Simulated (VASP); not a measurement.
Here is a VASP 6.6.1 calculation.

INCAR

```
SYSTEM = KF
PREC = Accurate
ENCUT = 520
EDIFF = 1E-8
ISMEAR = -1
SIGMA = 0.01
LREAL = .False.
LASPH = .True.
NELM = 100
ALGO = Normal
ISIF = 2
LWAVE = .False.
LCHARG = .False.
GGA = PS
LEFG = .True.
NBANDS = 15
```

File KPOINTS:

```
regular mesh
0
Gamma
  9 9 9
  0 0 0
```

The input POSCAR:

```
KF
1.0
    0.0000000000      2.7269700000      2.6735000000
    2.7269700000      0.0000000000      2.6735000000
    2.7269700000      2.7269700000      0.0000000000
K F
1 1
Direct
    0.0000000000      0.0000000000      0.0000000000
    0.5000000000      0.5000000000      0.5000000000
```

Potentials or basis: VASP PAW PBE potentials, release 64 (K_sv, F).

Run with:

```bash
$ cat potpaw_PBE.64/K_sv/POTCAR potpaw_PBE.64/F/POTCAR > POTCAR
$ mpirun -np 1 vasp_std > vasp.out
```

**Question.** Estimate the band gap on the k mesh.

**Answer.** 5.81 eV.

**Question.** Predict the pressure.

**Answer.** -1.7 GPa.

Stress tensor (GPa, compression positive):
```
-2.00  0.00  0.00
 0.00 -2.00  0.00
 0.00  0.00 -1.20
```

Caveat: the cell differs from its parent crystal (equal xx and yy strain of +2 %); without QUAD_EFG the Cq values of the log hold for a quadrupole moment of 1 mb, not for the nuclei; the PAW data sets were made with another functional, which shifts forces and pressure a little; an odd mesh through Γ misses points on the zone boundary, where band edges can lie.
